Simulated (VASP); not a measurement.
A run of VASP 6.6.1 is set up as follows.

Contents of INCAR:

```
PREC     = Accurate       # precision mode
ENCUT    = 500            # plane-wave cutoff, eV
EDIFF    = 1E-7           # SCF threshold, eV
ISMEAR   = -1             # smearing method
SIGMA    = 0.08           # smearing width, eV
LREAL    = F              # projectors in reciprocal space
LASPH    = T              # aspherical terms in the spheres
NELM     = 120            # most SCF steps
ALGO     = Normal         # electronic algorithm
ISIF     = 3              # what is computed and relaxed
LWAVE    = F              # write WAVECAR
LCHARG   = F              # write CHGCAR
GGA      = PE             # functional
IBRION   = 2              # ionic algorithm
NSW      = 32             # ionic steps
EDIFFG   = -0.005         # ionic threshold
PSTRESS  = 1000.0       
GGA_COMPAT= F            
NELMIN   = 4
```

KPOINTS

```
Automatic mesh
0
Gamma
  17 17 9
```

Contents of POSCAR:

```
Mo
1.0
    2.6332439134      0.0000000000      0.0000000000
   -1.3166219567      2.2804561233      0.0000000000
    0.0000000000      0.0000000000      4.1284797895
Mo
2
Direct
    0.3333333333      0.6666666667      0.2500000000
    0.6666666667      0.3333333333      0.7500000000
```

Potentials or basis: VASP PAW PBE potentials, release 64 (Mo_sv).

Launch:

```bash
$ cat potpaw_PBE.64/Mo_sv/POTCAR > POTCAR
$ mpirun -np 1 vasp_std > vasp.out
```

Task: What does it give for the band gap on the k mesh?

Result: Zero (bands 14 and 15 overlap by 3.05 eV).

Task: What does it give for the relaxed cell?

Result: a = 2.634 Å, b = 2.634 Å, c = 4.135 Å, α = 90.00°, β = 90.00°, γ = 120.00°.

Task: What does it give for the space group after relaxing (to 0.1 Å)?

Result: P6_3/mmc (No. 194).

Task: Estimate the relaxed volume.

Result: 12.43 Å³/atom.

Final structure:
```
CELL_PARAMETERS angstrom
2.63436 0.00000 0.00000
-1.31718 2.28142 0.00000
0.00000 0.00000 4.13547
ATOMIC_POSITIONS crystal
Mo 0.33333 0.66667 0.25000
Mo 0.66667 0.33333 0.75000
```

Caveat: the cell is relaxed towards a set pressure, so the run minimises the enthalpy, not the energy.
